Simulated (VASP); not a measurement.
Crystal: Ir.

```xyz
1
Lattice="0.0000 1.9156 1.9156 1.9156 0.0000 1.9156 1.9156 1.9156 0.0000" Properties=species:S:1:pos:R:3 pbc="T T T"
Ir    0.0000    0.0000    0.0000
```

Base run:

```yaml
Program: VASP 6.6.1
Functional: r2SCAN
Potentials_or_basis: VASP PAW PBE potentials, release 64 (Ir_sv_GW)
Cutoff: 620 eV
k_mesh: 8 × 8 × 8
Occupations: gaussian, width 0.1 eV
Spin: no spin polarisation
```

Its results: band gap on the k mesh zero (an odd number of electrons rules out a gap without spin polarisation); pressure 4.4 GPa.

The run is repeated on the same cell with these changes: k mesh from 8 × 8 × 8 to 18 × 18 × 18. What comes out?

Band gap on the k mesh zero (an odd number of electrons rules out a gap without spin polarisation); pressure 3.0 GPa.

Caveats: the PAW data sets were made with another functional, which shifts forces and pressure a little; spin-orbit coupling is left out, which moves the levels of the heavy elements; the cell stands under pressure (at least some runs).
